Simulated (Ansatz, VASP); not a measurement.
**HfC in VASP and in Ansatz**

```
Hf C
1.0
     0.00000    2.32500    2.39475
     2.32500    0.00000    2.39475
     2.32500    2.32500    0.00000
Hf C
1 1
Cartesian
  2.3250 2.3250 2.3948
  0.0000 0.0000 0.0000
```

Change from the starting cell: zz strain of +3 %.

Alike in both runs: task single point; functional PBE; k mesh 15 × 15 × 15; occupations fermi-dirac, width 0.05 eV; no spin polarisation.

|  | VASP | Ansatz |
| --- | --- | --- |
| version | VASP 6.6.1 | Ansatz 0.2.0 |
| potentials or method | VASP PAW PBE potentials, release 64 (Hf_pv, C), cutoff 520 eV | all-electron LAPW, scalar-relativistic |

```csv
,VASP,Ansatz,Ansatz less VASP
pressure (GPa),-6.7,-5.9,+0.77
"traceless stress, the component that is largest in VASP (GPa)",-6.51,-6.44,+0.075
```

Ansatz ran all-electron here, and VASP with PAW potentials.

Spin-orbit coupling is off throughout.
